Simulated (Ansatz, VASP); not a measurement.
## One calculation of Er, two programs

```
Er
1.0
     0.00000    2.48500    2.48500
     2.48500    0.00000    2.48500
     2.48500    2.48500    0.00000
Er
1
Direct
  0.00000 0.00000 0.00000
```

Alike in both runs: task single point; functional PBE; k mesh 4 × 4 × 4; no spin polarisation.

|  | VASP | Ansatz |
| --- | --- | --- |
| version | VASP 6.6.1 | Ansatz 0.2 development build |
| potentials or method | VASP PAW PBE potentials, release 64 (Er), cutoff 600 eV | all-electron full-potential LAPW, scalar-relativistic |
| occupations | fermi-dirac, width 0.1 eV | fermi-dirac |

Ansatz gave:

| Property | Result |
| --- | --- |
| pressure (GPa) | 3.4 |

Task: What did VASP give for the same quantities?

Result: Pressure (GPa): 2.7.

Ansatz ran all-electron here, and VASP with PAW potentials.

The k mesh is coarse, so the values compare programs but aren't converged. Spin-orbit coupling is off throughout.
